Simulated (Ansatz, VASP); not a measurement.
One calculation of Be, two programs

INCAR

```
SYSTEM = Be
  PREC = Accurate
  ENCUT = 520
  EDIFF = 1E-6
  ISMEAR = -1
  SIGMA = 0.1
  LREAL = .FALSE.
  LASPH = .TRUE.
  NELM = 100
  ALGO = Normal
  ISIF = 2
  LWAVE = .FALSE.
  LCHARG = .FALSE.
  GGA = PE
  NBANDS = 9
```

KPOINTS

```
Automatic mesh
0
G
  15 15 15
  0 0 0
```

The input POSCAR:

```
Be
1.0
    0.0000000000      2.2544624798      2.2544624798
    2.2544624798      0.0000000000      2.2544624798
    2.2544624798      2.2544624798      0.0000000000
Be
2
Direct
   -0.1250000000     -0.1250000000     -0.1250000000
    0.1250000000      0.1250000000      0.1250000000
```

Input for Ansatz:

```yaml
crystal:
  lattice:
    - [0.0, 2.2544624798, 2.2544624798]
    - [2.2544624798, 0.0, 2.2544624798]
    - [2.2544624798, 2.2544624798, 0.0]
  atoms:
    - { symbol: Be, position: [-0.125, -0.125, -0.125] }
    - { symbol: Be, position: [0.125, 0.125, 0.125] }
kpoints:
  mp_grid: { grid: [15, 15, 15] }
scf:
  occupations: { method: fermi_dirac, width: 0.1 }
hamiltonian:
  xc: pbe
  pseudopotentials: { kind: all_electron, lapw: { basis_error: 0.001 } }
output:
  forces: true
  stress: true
  eigenvalues: true
  populations: true
```

Change from the starting cell: volume scaled by 0.78, LAPW.

Alike in both runs: task single point; functional PBE; k mesh 15 × 15 × 15; occupations fermi-dirac, width 0.1 eV; no spin polarisation.

|  | VASP | Ansatz |
| --- | --- | --- |
| version | VASP 6.6.1 | Ansatz 0.2.0 |
| potentials or method | VASP PAW PBE potentials, release 64 (Be), cutoff 520 eV | all-electron LAPW, scalar-relativistic |

Ansatz gave:

| Quantity | Value |
| --- | --- |
| pressure (GPa) | 16.6 |

**Question.** What did VASP give for the same quantities?

**Answer.** Pressure (GPa): 16.7.

Ansatz ran all-electron here, and VASP with PAW potentials.
